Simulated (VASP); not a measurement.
Input of a VASP 6.6.1 run:

The input INCAR:

```
PREC = Accurate ; ENCUT = 520
EDIFF = 1E-6 ; ISMEAR = -1
SIGMA = 0.05 ; LREAL = F
LASPH = T ; NELM = 80
ALGO = Normal ; ISIF = 2
LWAVE = F ; LCHARG = F
GGA = PS ; NBANDS = 12
```

KPOINTS

```
regular mesh
0
Gamma
  12 12 12
```

POSCAR

```
Zn
1.0
   -1.5278442198      1.5278442198      1.5278442198
    1.5278442198     -1.5278442198      1.5278442198
    1.5278442198      1.5278442198     -1.5278442198
Zn
1
Direct
    0.0000000000      0.0000000000      0.0000000000
```

Potentials or basis: VASP PAW PBE potentials, release 64 (Zn).

Command:

```console
$ cat potpaw_PBE.64/Zn/POTCAR > POTCAR
$ mpirun -np 1 vasp_std > vasp.out
```

**Question.** Estimate the band gap on the k mesh.

**Answer.** Zero (band 6 reaches 7.80 eV, above the bottom of band 7 at 2.65 eV).

**Question.** Predict the pressure.

**Answer.** 0.5 GPa.

Caveat: the PAW data sets were made with another functional, which shifts forces and pressure a little.
